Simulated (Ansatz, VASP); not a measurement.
W in VASP and in Ansatz

```xyz
1
Lattice="0.0000 2.0300 2.0909 2.0300 0.0000 2.0909 2.0300 2.0300 0.0000" Properties=species:S:1:pos:R:3 pbc="T T T"
W     0.0000    0.0000    0.0000
```

Change from the starting cell: zz strain of +3 %, crystal datasets.

Alike in both runs: task electric field gradients; functional PBE; k mesh 14 × 14 × 14; occupations fermi-dirac, width 0.05 eV; no spin polarisation.

```csv
,VASP,Ansatz
version,VASP 6.6.1,Ansatz 0.2.0
potentials or method,"VASP PAW PBE potentials, release 64 (W_sv), cutoff 520 eV","all-electron PAW with datasets made for the crystal, scalar-relativistic"
```

VASP gave:

```
pressure (GPa)                                                : -11.7
traceless stress, the component that is largest in VASP (GPa) : 5.13
size of Vzz on the site where it differs most (V/Å²)          : 15.6
```

Problem. What did Ansatz give for the same quantities?

Solution. Pressure (GPa): -11.9; traceless stress, the component that is largest in VASP (GPa): 5.09; size of Vzz on the site where it differs most (V/Å²): 11.8.

Ansatz ran all-electron here, and VASP with PAW potentials.

Spin-orbit coupling is off throughout.
